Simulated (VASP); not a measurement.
# FeO (Wuestite) (Fm-3m) in VASP: a series of runs

The runs below take FeO (Wuestite) through single point, with PBE.

Everything below comes from runs of VASP 6.6.1. Logs are shortened: lines on timing, memory, paths and dates and some standing lists are left out, and cuts for length are marked.

## (1) The cell of the first run

It takes space group Fm-3m (No. 225, cubic). The conventional cell has a = 4.311 Å, b = 4.311 Å, c = 4.311 Å, α = 90.00°, β = 90.00°, γ = 90.00°. Fe (site symmetry m-3m) has 6 O at 2.16 Å within 2.9 Å. O (site symmetry m-3m) has 6 Fe at 2.16 Å within 2.9 Å.

## (2) Single point, PBE, collinear spin, ferrimagnetic start

INCAR

```
PREC     = Accurate       # precision mode
ENCUT    = 600            # plane-wave cutoff, eV
EDIFF    = 1E-6           # SCF threshold, eV
ISMEAR   = -1             # smearing method
SIGMA    = 0.05           # smearing width, eV
LREAL    = F              # projectors in reciprocal space
LASPH    = T              # aspherical terms in the spheres
NELM     = 200            # most SCF steps
ALGO     = Normal         # electronic algorithm
ISIF     = 2              # what is computed and relaxed
LWAVE    = F              # write WAVECAR
LCHARG   = F              # write CHGCAR
ISPIN    = 2              # spin polarisation
MAGMOM   = 2.18 -0.02     # initial moments
LORBIT   = 11             # projections on sites
NUPDOWN  = 2.1            # fixed moment
LMAXMIX  = 4              # l up to which the mixer works
GGA      = PE             # functional
NBANDS   = 18             # bands
GGA_COMPAT= F
```

KPOINTS

```
Automatic mesh
0
Gamma
  10 10 10
```

POSCAR

```
FeO
1.0
    0.0000000000      2.1554000000      2.1554000000
    2.1554000000      0.0000000000      2.1554000000
    2.1554000000      2.1554000000      0.0000000000
Fe O
1 1
Direct
    0.0000000000      0.0000000000      0.0000000000
    0.5000000000      0.5000000000      0.5000000000
```

Potentials or basis: VASP PAW PBE potentials, release 64 (Fe, O).

On the command line:

```sh
cat potpaw_PBE.64/Fe/POTCAR potpaw_PBE.64/O/POTCAR > POTCAR
mpirun -np 1 vasp_std > vasp.out
```

OUTCAR:

```text
PREC = Accurate
   ENCUT = 600
   EDIFF = 1E-6
   ISMEAR = -1
   LREAL = F
   LASPH = T
   NELM = 200
   ISIF = 2
   ISPIN = 2
   LORBIT = 11
   NUPDOWN = 2.1
   GGA = PE

 ion  position               nearest neighbor table
   1  0.000  0.000  0.000-   2 2.16   2 2.16   2 2.16   2 2.16   2 2.16   2 2.16
   2  0.500  0.500  0.500-   1 2.16   1 2.16   1 2.16   1 2.16   1 2.16   1 2.16

  LATTYP: Found a face centered cubic cell.
 ALAT       =     4.3108000000

  Lattice vectors:

 A1 = (   0.0000000000,   2.1554000000,   2.1554000000)
 A2 = (   2.1554000000,   0.0000000000,   2.1554000000)
 A3 = (   2.1554000000,   2.1554000000,   0.0000000000)

Analysis of symmetry for initial positions (statically):
=====================================================================
 Subroutine PRICEL returns:
 Original cell was already a primitive cell.

 Routine SETGRP: Setting up the symmetry group for a
 face centered cubic supercell.

 Subroutine GETGRP returns: Found 48 space group operations
 (whereof 48 operations were pure point group operations)
 out of a pool of 48 trial point group operations.

The static configuration has the point symmetry O_h .

Analysis of symmetry for dynamics (positions and initial velocities):
=====================================================================
 Subroutine PRICEL returns:
 Original cell was already a primitive cell.

 Routine SETGRP: Setting up the symmetry group for a
 face centered cubic supercell.

 Subroutine GETGRP returns: Found 48 space group operations
 (whereof 48 operations were pure point group operations)
 out of a pool of 48 trial point group operations.

The dynamic configuration has the point symmetry O_h .

Analysis of structural, dynamic, and magnetic symmetry:
=====================================================================
 Subroutine PRICEL returns:
 Original cell was already a primitive cell.

 Routine SETGRP: Setting up the symmetry group for a
 face centered cubic supercell.

 Subroutine GETGRP returns: Found 48 space group operations
 (whereof 48 operations were pure point group operations)
 out of a pool of 48 trial point group operations.

The overall configuration has the point symmetry O_h .

 Subroutine INISYM returns: Found 48 space group operations
 (whereof 48 operations are pure point group operations),
 and found     1 'primitive' translations

----------------------------------------------------------------------------------------

                                     Primitive cell

  volume of cell :      20.0269

  direct lattice vectors                    reciprocal lattice vectors
     0.000000000  2.155400000  2.155400000    -0.231975503  0.231975503  0.231975503
     2.155400000  0.000000000  2.155400000     0.231975503 -0.231975503  0.231975503
     2.155400000  2.155400000  0.000000000     0.231975503  0.231975503 -0.231975503

  length of vectors
     3.048195912  3.048195912  3.048195912     0.401793358  0.401793358  0.401793358

  position of ions in fractional coordinates (direct lattice)
     0.000000000  0.000000000  0.000000000
     0.500000000  0.500000000  0.500000000

  ion indices of the primitive-cell ions
   primitive index   ion index
                 1           1
                 2           2

----------------------------------------------------------------------------------------

 KPOINTS: Automatic mesh

Automatic generation of k-mesh.
 Grid dimensions read from file:
 generate k-points for:   10   10   10

 Generating k-lattice:

  Cartesian coordinates                     Fractional coordinates (reciprocal lattice)
    -0.023197550  0.023197550  0.023197550     0.100000000  0.000000000  0.000000000
     0.023197550 -0.023197550  0.023197550     0.000000000  0.100000000  0.000000000
     0.023197550  0.023197550 -0.023197550     0.000000000  0.000000000  0.100000000

  Length of vectors
     0.040179336  0.040179336  0.040179336

  Shift w.r.t. Gamma in fractional coordinates (k-lattice)
     0.000000000  0.000000000  0.000000000

 Subroutine IBZKPT returns following result:
 ===========================================

 Found     47 irreducible k-points:

 Following reciprocal coordinates:
            Coordinates               Weight
  0.000000  0.000000  0.000000      1.000000
  0.100000  0.000000  0.000000      8.000000
  0.200000  0.000000  0.000000      8.000000
  0.300000  0.000000  0.000000      8.000000
  0.400000  0.000000  0.000000      8.000000
  0.500000  0.000000  0.000000      4.000000
[... 16 lines left out ...]
  0.300000  0.300000  0.000000      6.000000
  0.400000  0.300000  0.000000     24.000000
 [... further k-points ...]
   k-points           NKPTS =     47   k-points in BZ     NKDIM =     47   number of bands    NBANDS=     18
   number of dos      NEDOS =    301   number of ions     NIONS =      2
   total plane-waves  NPLWV =  13824
   dimension x,y,z NGX =    24 NGY =   24 NGZ =   24
   dimension x,y,z NGXF=    48 NGYF=   48 NGZF=   48
   ions per type =               1   1
   NGX,Y,Z   is equivalent  to a cutoff of  13.09, 13.09, 13.09 a.u.
   NGXF,Y,Z  is equivalent  to a cutoff of  26.18, 26.18, 26.18 a.u.
 SYSTEM =  unknown system
   PREC   = accura    normal or accurate (medium, high low for compatibility)
   ISTART =      0    job   : 0-new  1-cont  2-samecut
   ICHARG =      2    charge: 1-file 2-atom 10-const
   ISPIN  =      2    spin polarized calculation?
   LNONCOLLINEAR =      F non collinear calculations
   LSORBIT =      F    spin-orbit coupling
   LASPH  =      T    aspherical Exc in radial PAW
   ENCUT  =  600.0 eV  44.10 Ry    6.64 a.u.   6.09  6.09  6.09*2*pi/ulx,y,z
   NELM   =    200;   NELMIN=  2; NELMDL= -5     # of ELM steps
   EDIFF  = 0.1E-05   stopping-criterion for ELM
   LREAL  =      F    real-space projection
   EDIFFG = 0.1E-04   stopping-criterion for IOM
   NSW    =      0    number of steps for IOM
   IBRION =     -1    ionic relax: 0-MD 1-quasi-New 2-CG
   NFREE  =      0    steps in history (QN), initial steepest desc. (CG)
   ISIF   =      2    stress and relaxation
   ISYM   =      2    0-nonsym 1-usesym 2-fastsym
   POTIM  = 0.5000    time-step for ionic-motion
   TEBEG  =    0.0;   TEEND  =   0.0 temperature during run
   PSTRESS=    0.0 pullay stress
   NELECT =      14.0000    total number of electrons
   NUPDOWN=       2.1000    fix difference up-down
   EMIN   =  10.00;   EMAX   =-10.00  energy-range for DOS
   EFERMI =   0.00;   METHOD = LEGACY
   ISMEAR =    -1;   SIGMA  =   0.05  broadening in eV -4-tet -1-fermi 0-gaus
   EFERMI_NEDOS =   21; number of points for ismear=-14 and -15
   IALGO  =     38    algorithm
   IMIX   =      4    mixing-type and parameters
     AMIX     =   0.40;   BMIX     =  1.00
     AMIX_MAG =   1.60;   BMIX_MAG =  1.00
  volume/ion in A,a.u.               =      10.01        67.57
  Fermi-wavevector in a.u.,A,eV,Ry     =   1.452935  2.745650 28.722187  2.111021
  Thomas-Fermi vector in A             =   2.570260
   LORBIT       =     11    0 simple, 1 ext, 2 COOP (PROOUT), +10 PAW based schemes
   GGA     = PE    functional components
   LHFCALC =     F    Hartree Fock is set to
   AEXX    =    0.0000 exact exchange contribution
   IVDW    =     0    specifies the selected vdW correction
   LEPSILON=     F    determine dielectric tensor
   LRPA    =     F    only Hartree local field effects (RPA)
 spin polarized calculation
  energy-cutoff  :      600.00
  volume of cell :       20.03
 maximum number of plane-waves:       692
   NGX = 13   NGY = 13   NGZ = 13

 number of electron      13.9999999 magnetization       2.0999837

 Free energy of the ion-electron system (eV)
  ---------------------------------------------------
  ext. energy  EPLUGINS =         0.00000000
  ---------------------------------------------------
  free energy    TOTEN  =       -14.18141145 eV

  energy without entropy =      -14.14778471  energy(sigma->0) =      -14.16459808

 E-fermi :   6.1440     XC(G=0): -12.2061

 val. band max:        6.1422742613   @ k =   0.5000   0.1000   0.0000
 cond. band min:       5.1849561921   @ k =  -0.3000   0.5000   0.2000
 fundamental gap:     -0.9573180692
 Fermi energy:         5.1800821971

 spin component 1

 k-point     1 :       0.0000    0.0000    0.0000
  band No.  band energies     occupation
      1     -14.8095      1.00000
      2       2.0576      1.00000
      3       2.0576      1.00000
      4       2.0576      1.00000
      5       3.3256      1.00000
      6       3.3256      1.00000
[... 10 lines left out ...]
     17      27.1932      0.00000
     18      30.1482      0.00000
[... 463 lines left out ...]
 k-point    24 :       0.4000    0.3000    0.0000
  band No.  band energies     occupation
      1     -13.8602      1.00000
      2      -1.4452      1.00000
      3       0.5858      1.00000
      4       0.8122      1.00000
      5       2.7784      1.00000
      6       4.0884      1.00000
[... 10 lines left out ...]
     17      34.6801      0.00000
     18      35.6428      0.00000

 [... further k-points ...]

 spin component 2

 k-point     1 :       0.0000    0.0000    0.0000
  band No.  band energies     occupation
      1     -14.7958      1.00000
      2       2.0457      1.00000
      3       2.0457      1.00000
      4       2.0457      1.00000
      5       5.0430      1.00000
      6       5.0437      1.00000
[... 10 lines left out ...]
     17      28.0929      0.00000
     18      30.7903      0.00000
[... 463 lines left out ...]
 k-point    24 :       0.4000    0.3000    0.0000
  band No.  band energies     occupation
      1     -13.8566      1.00000
      2      -1.2392      1.00000
      3       0.7692      1.00000
      4       0.9794      1.00000
      5       4.2470      1.00000
      6       6.3188      0.02945
[... 10 lines left out ...]
     17      34.9788      0.00000
     18      35.9049      0.00000

 [... further k-points ...]
[... 5 lines left out ...]
  --------------------------------------------------------------------------------------
  -------------------------------------------------------------------------------------
  Total       -2.2587682     -2.2587682     -2.2587682      0.0000000      0.0000000      0.0000000
  in kB     -180.7043499   -180.7043499   -180.7043499      0.0000000      0.0000000      0.0000000
  external PRESSURE =    -180.7043499 kB  Pullay stress =       0.0000000 kB

 VOLUME and BASIS-vectors are now :
 -----------------------------------------------------------------------------
  energy-cutoff  :      600.00
  volume of cell :       20.03
      direct lattice vectors                 reciprocal lattice vectors
     0.000000000  2.155400000  2.155400000    -0.231975503  0.231975503  0.231975503
     2.155400000  0.000000000  2.155400000     0.231975503 -0.231975503  0.231975503
     2.155400000  2.155400000  0.000000000     0.231975503  0.231975503 -0.231975503

 POSITION                                       TOTAL-FORCE (eV/Angst)
 -----------------------------------------------------------------------------------
      0.00000      0.00000      0.00000        -0.000000      0.000000     -0.000000
      2.15540      2.15540      2.15540         0.000000      0.000000      0.000000
 -----------------------------------------------------------------------------------
    total drift:                                0.000000     -0.000000     -0.000000

  FREE ENERGIE OF THE ION-ELECTRON SYSTEM (eV)
  ---------------------------------------------------
  free  energy   TOTEN  =       -14.1814114468 eV

  energy  without entropy=      -14.1477847140  energy(sigma->0) =      -14.16459808

 total charge

# of ion       s       p       d       tot
------------------------------------------
    1        0.267   0.327   6.237   6.832
    2        1.558   3.375   0.000   4.933
--------------------------------------------------
tot          1.825   3.702   6.237  11.765

 magnetization (x)

# of ion       s       p       d       tot
------------------------------------------
    1        0.020   0.011   2.065   2.095
    2        0.017  -0.035   0.000  -0.018
--------------------------------------------------
tot          0.037  -0.024   2.065   2.078
```

It took 37 s on 1 thread of AMD EPYC 9R45 (Zen 5), shared host; peak memory 0.13 GiB.

What came out:

```yaml
Free_energy: -14.1814 eV
Pressure: -18.1 GPa
Net_moment: 2.10 μB per cell
Site_moments: Fe +2.10; O -0.02 μB
Valence_electrons_inside_the_program's_atomic_spheres: Fe 6.83; O 4.93
```

Caveat: the total moment is fixed, so each spin has its own Fermi level; a cell with one magnetic atom can't hold antiferromagnetic order, which such compounds often take.

## (3) Single point, PBE, collinear spin, ferromagnetic start

INCAR

```
SYSTEM = FeO
PREC = Accurate
ENCUT = 600
EDIFF = 1E-6
ISMEAR = -1
SIGMA = 0.05
LREAL = .FALSE.
LASPH = .TRUE.
NELM = 200
ALGO = Normal
ISIF = 2
LWAVE = .FALSE.
LCHARG = .FALSE.
ISPIN = 2
MAGMOM = 3.17 0.14
LORBIT = 11
NUPDOWN = 3.2
LMAXMIX = 4
GGA = PE
NBANDS = 18
GGA_COMPAT = .FALSE.
```

KPOINTS

```
regular mesh
0
G
  10 10 10
  0 0 0
```

POSCAR is that of step 2.

Potentials or basis: VASP PAW PBE potentials, release 64 (Fe, O).

On the command line:

```sh
cat potpaw_PBE.64/Fe/POTCAR potpaw_PBE.64/O/POTCAR > POTCAR
mpirun -np 1 vasp_std > vasp.out
```

OUTCAR:

```text
SYSTEM = FeO
   PREC = Accurate
   ENCUT = 600
   EDIFF = 1E-6
   ISMEAR = -1
   LREAL = .FALSE.
   LASPH = .TRUE.
   NELM = 200
   ISIF = 2
   ISPIN = 2
   LORBIT = 11
   NUPDOWN = 3.2
   GGA = PE

 ion  position               nearest neighbor table
   1  0.000  0.000  0.000-   2 2.16   2 2.16   2 2.16   2 2.16   2 2.16   2 2.16
   2  0.500  0.500  0.500-   1 2.16   1 2.16   1 2.16   1 2.16   1 2.16   1 2.16

  LATTYP: Found a face centered cubic cell.
 ALAT       =     4.3108000000

  Lattice vectors:

 A1 = (   0.0000000000,   2.1554000000,   2.1554000000)
[... 1221 lines left out ...]
  external PRESSURE =     -92.4203044 kB  Pullay stress =       0.0000000 kB

 VOLUME and BASIS-vectors are now :
 -----------------------------------------------------------------------------
  energy-cutoff  :      600.00
  volume of cell :       20.03
      direct lattice vectors                 reciprocal lattice vectors
     0.000000000  2.155400000  2.155400000    -0.231975503  0.231975503  0.231975503
     2.155400000  0.000000000  2.155400000     0.231975503 -0.231975503  0.231975503
     2.155400000  2.155400000  0.000000000     0.231975503  0.231975503 -0.231975503

 POSITION                                       TOTAL-FORCE (eV/Angst)
 -----------------------------------------------------------------------------------
      0.00000      0.00000      0.00000         0.000000      0.000000      0.000000
      2.15540      2.15540      2.15540        -0.000000     -0.000000     -0.000000
 -----------------------------------------------------------------------------------
    total drift:                                0.000000     -0.000000      0.000000

  FREE ENERGIE OF THE ION-ELECTRON SYSTEM (eV)
  ---------------------------------------------------
  free  energy   TOTEN  =       -14.6940206363 eV

  energy  without entropy=      -14.6719970282  energy(sigma->0) =      -14.68300883

 total charge

# of ion       s       p       d       tot
------------------------------------------
    1        0.279   0.345   6.159   6.782
    2        1.558   3.402   0.000   4.960
--------------------------------------------------
tot          1.837   3.746   6.159  11.742

 magnetization (x)

# of ion       s       p       d       tot
------------------------------------------
    1        0.026   0.019   2.988   3.034
    2        0.025   0.091   0.000   0.116
--------------------------------------------------
tot          0.051   0.109   2.988   3.149
```

stdout:

```text
POSCAR found type information on POSCAR FeO
 POSCAR found :  2 types and       2 ions
 scaLAPACK will be used
 LDA part: xc-table for (Slater+PW92), standard interpolation
 POSCAR, INCAR and KPOINTS ok, starting setup
 FFT: planning ... GRIDC
 FFT: planning ... GRID_SOFT
 FFT: planning ... GRID
 WAVECAR not read
 entering main loop
```

Wall time 31 s (1 thread of AMD EPYC 9R45 (Zen 5), shared host); peak memory 0.13 GiB.

What came out:

```
Free energy                                           : -14.6940 eV
Pressure                                              : -9.2 GPa
Net moment                                            : 3.20 μB per cell
Site moments                                          : Fe +3.03; O +0.12 μB
Valence electrons inside the program's atomic spheres : Fe 6.78; O 4.96
```

Caveat: the total moment is fixed, so each spin has its own Fermi level; a cell with one magnetic atom can't hold antiferromagnetic order, which such compounds often take.

(Part 1 of 2 ends here.)
